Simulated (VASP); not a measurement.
SnO2:

```
CELL_PARAMETERS angstrom
-2.00007 2.00007 5.12368
2.00007 -2.00007 5.12368
2.00007 2.00007 -5.12368
ATOMIC_POSITIONS crystal
Sn 0.75000 0.25000 0.50000
Sn 0.00000 0.00000 0.00000
O 0.79652 0.79652 0.00000
O 0.95348 0.45348 0.50000
O 0.20348 0.20348 0.00000
O 0.54652 0.04652 0.50000
```

```yaml
Program: VASP 6.6.1
Task: relaxation of cell and atoms
Functional: LDA
Potentials_or_basis: VASP PAW LDA potentials, release 64 (Sn_d, O)
Cutoff: 600 eV
k_mesh: 8 × 8 × 8
Occupations: gaussian, width 0.01 eV
Spin: no spin polarisation
```

At the start: pressure -3.2 GPa; volume 13.66 Å³/atom.

How do energy, volume and symmetry change on relaxing?

Over 5 steps the energy falls by 2.6 meV/atom and the volume is 13.43 Å³/atom (-1.7 %); space group I4_1/amd (No. 141, to 0.1 Å) before and after.

The path:
```tsv
step	energy change (eV)	largest force (eV/Å)	pressure (GPa)	volume (Å³)
1	0.0000	0.1594	-3.23	81.98
2	0.0159	0.2768	4.87	78.76
3	-0.0152	0.0093	-0.06	80.63
4	-0.0152	0.0129	0.00	80.61
5	-0.0154	0.0083	0.05	80.56
```

Final structure:
```
Sn O
1.0
    -1.98848    1.98848    5.09335
     1.98848   -1.98848    5.09335
     1.98848    1.98848   -5.09335
Sn O
2 4
Direct
  0.75000 0.25000 0.50000
  0.00000 0.00000 0.00000
  0.79679 0.79679 0.00000
  0.95321 0.45321 0.50000
  0.20321 0.20321 0.00000
  0.54679 0.04679 0.50000
```
